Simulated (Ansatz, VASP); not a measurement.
WSe2: VASP beside Ansatz

```
CELL_PARAMETERS angstrom
3.28548 0.00000 0.00000
-1.64274 2.84531 0.00000
0.00000 0.00000 24.23866
ATOMIC_POSITIONS crystal
Se 0.33333 0.66667 0.18565
Se 0.33333 0.66667 0.32466
Se 0.00000 0.00000 0.47153
Se 0.00000 0.00000 0.61054
W 0.66667 0.33333 0.25516
W 0.66667 0.33333 0.54104
```

Alike in both runs: task single point; functional PBE; dispersion D3(BJ); k mesh 9 × 9 × 1; occupations gaussian, width 0.05 eV; no spin polarisation.

|  | VASP | Ansatz |
| --- | --- | --- |
| version | VASP 6.6.1 | Ansatz 0.2.0 |
| potentials or method | VASP PAW PBE potentials, release 64 (Se, W_sv), cutoff 520 eV | scalar-relativistic, plane waves, PAW |
| valence electrons in the cell | 52 | 92 |

|  | VASP | Ansatz | Ansatz less VASP |
| --- | --- | --- | --- |
| gap on the k mesh at the Fermi level (eV) | 1.58 | 1.58 | -0.001 |
| least direct gap on the mesh (eV) | 1.67 | 1.67 | +0.003 |
| rms of the force components (eV/Å) | 0.041 | 0.025 | -0.0162 |

VASP's potentials hold 52 valence electrons a cell and Ansatz's 92, so a difference there can come from the potentials and not from the codes.

Neither program's run includes spin-orbit coupling.
